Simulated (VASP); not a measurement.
Runs of VASP 6.6.1 on Si2W. The structure is that of space group I4/mmm (No. 139), or close to it. The cells are those of the table. 

| cell | gap on the mesh (eV) | pressure (GPa) | largest force (eV/Å) |
| --- | --- | --- | --- |
| a = 4.545 Å, angles 137.7, 137.7, 61.4°, 3 atoms | none | -9.6 | 0.10 |
| a = 4.461 Å, angles 140.1, 140.1, 57.7°, 3 atoms | none | 29.9 | 0.36 |
| a = 4.376 Å, angles 139.3, 139.3, 58.9°, 3 atoms | none | 39.7 | 0.44 |
| a = 4.687 Å, angles 140.0, 140.0, 57.8°, 3 atoms | none | (a) | 0.18 |
| a = 4.409 Å, angles 135.2, 135.2, 65.3°, 3 atoms | none | -5.2 | 0.14 |
| a = 4.291 Å, angles 138.5, 138.5, 60.2°, 3 atoms | none | 51.2 | 0.48 |
| a = 4.319 Å, angles 137.6, 137.6, 61.5°, 3 atoms | none | 31.5 | (b) |

Alike in all rows: task single point; level PBEsol; potentials or basis VASP PAW PBE potentials, release 64 (Si, W_sv); no spin polarisation; k mesh 20 × 20 × 20; cutoff (eV) 520; smearing gaussian 0.15 eV.

Question: Fill in the values left out.

Answer: (a) -10.2; (b) 0.26.

Caveats: the PAW data sets were made with another functional, which shifts forces and pressure a little; spin-orbit coupling is left out, which moves the levels of the heavy elements.

A k mesh can miss the band edges, and the runs leave out spin-orbit coupling on W.

A gap of «none» marks levels without a gap at the run's occupations.
